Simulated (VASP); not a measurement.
# HfN (rocksalt type) (Fm-3m) in VASP: density of states with LDA

Aim: the density of states of HfN (rocksalt type) with LDA.

All numbers are computed with VASP 6.6.1; they aren't measurements. Logs are shortened: lines on timing, memory, paths and dates and some standing lists are left out, and cuts for length are marked.

## (1) The cell of the first run

Symmetry: Fm-3m, No. 225, cubic system. The conventional cell has a = 4.468 Å, b = 4.468 Å, c = 4.468 Å, α = 90.00°, β = 90.00°, γ = 90.00°. Within 3.0 Å of Hf (site symmetry m-3m) lie 6 N at 2.23 Å. N (site symmetry m-3m) has 6 Hf at 2.23 Å within 3.0 Å.

## (2) Density of states, LDA

File POSCAR:

```
HfN
1.0
    0.0000000000      2.2341085613      2.2341085613
    2.2341085613      0.0000000000      2.2341085613
    2.2341085613      2.2341085613      0.0000000000
Hf N
1 1
Direct
    0.0000000000      0.0000000000      0.0000000000
    0.5000000000      0.5000000000      0.5000000000
```

File INCAR.step1:

```
PREC = Accurate
ENCUT = 520
EDIFF = 1E-6
ISMEAR = -1
SIGMA = 0.1
LREAL = False
LASPH = True
NELM = 60
ALGO = Normal
ISIF = 2
LWAVE = False
LCHARG = True
LMAXMIX = 4
NBANDS = 14
```

File KPOINTS.step1:

```
regular mesh
0
Gamma
  15 15 15
```

File INCAR.step2:

```
PREC = Accurate
ENCUT = 520
EDIFF = 1E-6
ISMEAR = -5
SIGMA = 0.1
LREAL = False
LASPH = True
NELM = 60
ALGO = Normal
ISIF = 2
LWAVE = False
LCHARG = False
LMAXMIX = 4
LORBIT = 10
NBANDS = 14
NEDOS = 2001
ICHARG = 11
```

File KPOINTS.step2:

```
regular mesh
0
Gamma
  23 23 23
```

Potentials or basis: VASP PAW LDA potentials, release 64 (Hf_pv, N).

Launch:

```
$ cat potpaw_LDA.64/Hf_pv/POTCAR potpaw_LDA.64/N/POTCAR > POTCAR
$ cp INCAR.step1 INCAR
$ cp KPOINTS.step1 KPOINTS
$ mpirun -np 1 vasp_std > vasp.out
$ cp INCAR.step2 INCAR
$ cp KPOINTS.step2 KPOINTS
$ mpirun -np 1 vasp_std > vasp.out
```

OUTCAR:

```text
PREC = Accurate
   ENCUT = 520
   EDIFF = 1E-6
   ISMEAR = -5
   LREAL = False
   LASPH = True
   NELM = 60
   ISIF = 2
   LORBIT = 10
   ICHARG = 11

 ion  position               nearest neighbor table
   1  0.000  0.000  0.000-   2 2.23   2 2.23   2 2.23   2 2.23   2 2.23   2 2.23
   2  0.500  0.500  0.500-   1 2.23   1 2.23   1 2.23   1 2.23   1 2.23   1 2.23

  LATTYP: Found a face centered cubic cell.
 ALAT       =     4.4682171226

  Lattice vectors:

 A1 = (   0.0000000000,   2.2341085613,   2.2341085613)
 A2 = (   2.2341085613,   0.0000000000,   2.2341085613)
 A3 = (   2.2341085613,   2.2341085613,   0.0000000000)

Analysis of symmetry for initial positions (statically):
=====================================================================
 Subroutine PRICEL returns:
 Original cell was already a primitive cell.

 Routine SETGRP: Setting up the symmetry group for a
 face centered cubic supercell.

 Subroutine GETGRP returns: Found 48 space group operations
 (whereof 48 operations were pure point group operations)
 out of a pool of 48 trial point group operations.

The static configuration has the point symmetry O_h .

Analysis of symmetry for dynamics (positions and initial velocities):
=====================================================================
 Subroutine PRICEL returns:
 Original cell was already a primitive cell.

 Routine SETGRP: Setting up the symmetry group for a
 face centered cubic supercell.

 Subroutine GETGRP returns: Found 48 space group operations
 (whereof 48 operations were pure point group operations)
 out of a pool of 48 trial point group operations.

The dynamic configuration has the point symmetry O_h .

 Subroutine INISYM returns: Found 48 space group operations
 (whereof 48 operations are pure point group operations),
 and found     1 'primitive' translations

----------------------------------------------------------------------------------------

                                     Primitive cell

  volume of cell :      22.3019

  direct lattice vectors                    reciprocal lattice vectors
     0.000000000  2.234108561  2.234108561    -0.223802911  0.223802911  0.223802911
     2.234108561  0.000000000  2.234108561     0.223802911 -0.223802911  0.223802911
     2.234108561  2.234108561  0.000000000     0.223802911  0.223802911 -0.223802911

  length of vectors
     3.159506627  3.159506627  3.159506627     0.387638013  0.387638013  0.387638013

  position of ions in fractional coordinates (direct lattice)
     0.000000000  0.000000000  0.000000000
     0.500000000  0.500000000  0.500000000

  ion indices of the primitive-cell ions
   primitive index   ion index
                 1           1
                 2           2

----------------------------------------------------------------------------------------

 KPOINTS: regular mesh

Automatic generation of k-mesh.
 Grid dimensions read from file:
 generate k-points for:   23   23   23

 Generating k-lattice:

  Cartesian coordinates                     Fractional coordinates (reciprocal lattice)
    -0.009730561  0.009730561  0.009730561     0.043478261  0.000000000  0.000000000
     0.009730561 -0.009730561  0.009730561     0.000000000  0.043478261  0.000000000
     0.009730561  0.009730561 -0.009730561     0.000000000  0.000000000  0.043478261

  Length of vectors
     0.016853827  0.016853827  0.016853827

  Shift w.r.t. Gamma in fractional coordinates (k-lattice)
     0.000000000  0.000000000  0.000000000

 TETIRR: Found   1662 inequivalent tetrahedra from    73002

 Subroutine IBZKPT returns following result:
 ===========================================

 Found    364 irreducible k-points:

 Following reciprocal coordinates:
            Coordinates               Weight
  0.000000  0.000000  0.000000      1.000000
  0.043478  0.000000  0.000000      8.000000
  0.086957  0.000000  0.000000      8.000000
  0.130435  0.000000  0.000000      8.000000
  0.173913  0.000000  0.000000      8.000000
  0.217391  0.000000  0.000000      8.000000
[... 16 lines left out ...]
  0.478261  0.043478  0.000000     24.000000
 -0.478261  0.043478  0.000000     24.000000
 [... further k-points ...]
   k-points           NKPTS =    364   k-points in BZ     NKDIM =    364   number of bands    NBANDS=     14
   number of dos      NEDOS =   2001   number of ions     NIONS =      2
   total plane-waves  NPLWV =  13824
   dimension x,y,z NGX =    24 NGY =   24 NGZ =   24
   dimension x,y,z NGXF=    48 NGYF=   48 NGZF=   48
   ions per type =               1   1
   NGX,Y,Z   is equivalent  to a cutoff of  12.63, 12.63, 12.63 a.u.
   NGXF,Y,Z  is equivalent  to a cutoff of  25.26, 25.26, 25.26 a.u.
 SYSTEM =  unknown system
   PREC   = accura    normal or accurate (medium, high low for compatibility)
   ISTART =      0    job   : 0-new  1-cont  2-samecut
   ICHARG =     11    charge: 1-file 2-atom 10-const
   ISPIN  =      1    spin polarized calculation?
   LNONCOLLINEAR =      F non collinear calculations
   LSORBIT =      F    spin-orbit coupling
   LASPH  =      T    aspherical Exc in radial PAW
   ENCUT  =  520.0 eV  38.22 Ry    6.18 a.u.   5.87  5.87  5.87*2*pi/ulx,y,z
   NELM   =     60;   NELMIN=  2; NELMDL=  0     # of ELM steps
   EDIFF  = 0.1E-05   stopping-criterion for ELM
   LREAL  =      F    real-space projection
   EDIFFG = 0.1E-04   stopping-criterion for IOM
   NSW    =      0    number of steps for IOM
   IBRION =     -1    ionic relax: 0-MD 1-quasi-New 2-CG
   NFREE  =      0    steps in history (QN), initial steepest desc. (CG)
   ISIF   =      2    stress and relaxation
   ISYM   =      2    0-nonsym 1-usesym 2-fastsym
   POTIM  = 0.5000    time-step for ionic-motion
   TEBEG  =    0.0;   TEEND  =   0.0 temperature during run
   PSTRESS=    0.0 pullay stress
   NELECT =      15.0000    total number of electrons
   NUPDOWN=      -1.0000    fix difference up-down
   EMIN   =  10.00;   EMAX   =-10.00  energy-range for DOS
   EFERMI =   0.00;   METHOD = LEGACY
   ISMEAR =    -5;   SIGMA  =   0.10  broadening in eV -4-tet -1-fermi 0-gaus
   EFERMI_NEDOS =   21; number of points for ismear=-14 and -15
   IALGO  =     38    algorithm
   IMIX   =      4    mixing-type and parameters
     AMIX     =   0.40;   BMIX     =  1.00
     AMIX_MAG =   1.60;   BMIX_MAG =  1.00
  volume/ion in A,a.u.               =      11.15        75.25
  Fermi-wavevector in a.u.,A,eV,Ry     =   1.434358  2.710544 27.992404  2.057384
  Thomas-Fermi vector in A             =   2.553776
   LORBIT       =     10    0 simple, 1 ext, 2 COOP (PROOUT), +10 PAW based schemes
   GGA     = CA    functional components
   LHFCALC =     F    Hartree Fock is set to
   AEXX    =    0.0000 exact exchange contribution
   IVDW    =     0    specifies the selected vdW correction
   LEPSILON=     F    determine dielectric tensor
   LRPA    =     F    only Hartree local field effects (RPA)
 non-spin polarized calculation
 Fermi weights with tetrahedron method with Bloechl corrections
  energy-cutoff  :      520.00
  volume of cell :       22.30
 maximum number of plane-waves:       612

 number of electron      14.9999999 magnetization

 Free energy of the ion-electron system (eV)
  ---------------------------------------------------
  ext. energy  EPLUGINS =         0.00000000
  ---------------------------------------------------
  free energy    TOTEN  =       -23.86971585 eV

  energy without entropy =      -23.86971585  energy(sigma->0) =      -23.86971585

 E-fermi :   8.5133     XC(G=0): -13.1519

 val. band max:        8.6038333503   @ k =  -0.1304   0.0870   0.0000
 cond. band min:       8.4392255599   @ k =  -0.0870   0.0870   0.0000
 fundamental gap:     -0.1646077904
 Fermi energy:         8.5133274503

 k-point     1 :       0.0000    0.0000    0.0000
  band No.  band energies     occupation
      1     -22.3062      2.00000
      2     -22.3062      2.00000
      3     -22.3062      2.00000
      4      -8.9297      2.00000
      5       5.5107      2.00000
      6       5.5107      2.00000
      7       5.5107      2.00000
      8       8.0888      2.00000
      9       8.0888      2.00000
     10       8.0888      2.00000
     11      10.4890      0.00000
     12      10.4890      0.00000
     13      10.8153      0.00000
     14      18.2278      0.00000

 k-point     2 :       0.0435    0.0000    0.0000
  band No.  band energies     occupation
      1     -22.3293      2.00000
      2     -22.3080      2.00000
      3     -22.3080      2.00000
      4      -8.8811      2.00000
      5       5.3011      2.00000
      6       5.3820      2.00000
      7       5.3820      2.00000
      8       8.1581      2.00000
      9       8.1596      2.00000
     10       8.1596      2.00154
     11      10.6505      0.00000
     12      10.6505      0.00000
     13      10.9530      0.00000
     14      18.3837      0.00000

 k-point     3 :       0.0870    0.0000    0.0000
  band No.  band energies     occupation
      1     -22.3960      2.00000
      2     -22.3134      2.00000
      3     -22.3134      2.00000
      4      -8.7383      2.00000
      5       4.7728      2.00000
      6       5.0505      2.00000
      7       5.0505      2.00000
      8       8.3045      2.00000
      9       8.3529      1.97297
     10       8.3529      1.48814
     11      11.0972      0.00000
     12      11.0972      0.00000
     13      11.3353      0.00000
     14      18.8352      0.00000
[... 324 lines left out ...]
 k-point    23 :       0.4783    0.0435    0.0000
  band No.  band energies     occupation
      1     -23.3917      2.00000
      2     -22.4134      2.00000
      3     -22.4100      2.00000
      4      -6.0007      2.00000
      5      -0.4084      2.00000
      6       2.2087      2.00000
      7       2.2525      2.00000
      8      11.4350      0.00000
      9      12.1519      0.00000
     10      12.3514      0.00000
     11      13.7003      0.00000
     12      17.4039      0.00000
     13      17.6787      0.00000
     14      19.9614      0.00000

 k-point    24 :      -0.4783    0.0435    0.0000
  band No.  band energies     occupation
      1     -23.4037      2.00000
      2     -22.4188      2.00000
      3     -22.4070      2.00000
      4      -5.9519      2.00000
      5      -0.4738      2.00000
      6       2.1975      2.00000
      7       2.2121      2.00000
      8      11.8728      0.00000
      9      12.0046      0.00000
     10      12.3107      0.00000
     11      13.6368      0.00000
     12      17.6390      0.00000
     13      17.7059      0.00000
     14      19.9601      0.00000

 [... further k-points ...]
[... 5 lines left out ...]
  --------------------------------------------------------------------------------------
  -------------------------------------------------------------------------------------
  Total       -0.1778835     -0.1778835     -0.1778835      0.0000000      0.0000000     -0.0000000
  in kB      -12.7791927    -12.7791927    -12.7791927      0.0000000      0.0000000     -0.0000000
  external PRESSURE =     -12.7791927 kB  Pullay stress =       0.0000000 kB

 VOLUME and BASIS-vectors are now :
 -----------------------------------------------------------------------------
  energy-cutoff  :      520.00
  volume of cell :       22.30
      direct lattice vectors                 reciprocal lattice vectors
     0.000000000  2.234108561  2.234108561    -0.223802911  0.223802911  0.223802911
     2.234108561  0.000000000  2.234108561     0.223802911 -0.223802911  0.223802911
     2.234108561  2.234108561  0.000000000     0.223802911  0.223802911 -0.223802911

 POSITION                                       TOTAL-FORCE (eV/Angst)
 -----------------------------------------------------------------------------------
      0.00000      0.00000      0.00000        -0.000000     -0.000000     -0.000000
      2.23411      2.23411      2.23411         0.000000      0.000000      0.000000
 -----------------------------------------------------------------------------------
    total drift:                                0.000000     -0.000000     -0.000000

  FREE ENERGIE OF THE ION-ELECTRON SYSTEM (eV)
  ---------------------------------------------------
  free  energy   TOTEN  =       -23.8697158546 eV

  energy  without entropy=      -23.8697158546  energy(sigma->0) =      -23.86971585

 total charge

# of ion       s       p       d       tot
------------------------------------------
    1        0.303   6.624   1.847   8.774
    2        1.223   2.504   0.000   3.727
--------------------------------------------------
tot          1.525   9.128   1.847  12.500
```

It took 42 s on 1 thread of Intel Xeon 6975P-C (Granite Rapids), shared host; peak memory 0.22 GiB.

What came out:

```
Valence electrons inside the program's atomic spheres : Hf 8.77; N 3.73
```

Caveat: spin-orbit coupling is left out, which moves the levels of the heavy elements; tetrahedron occupations give inexact forces and stress in metals.
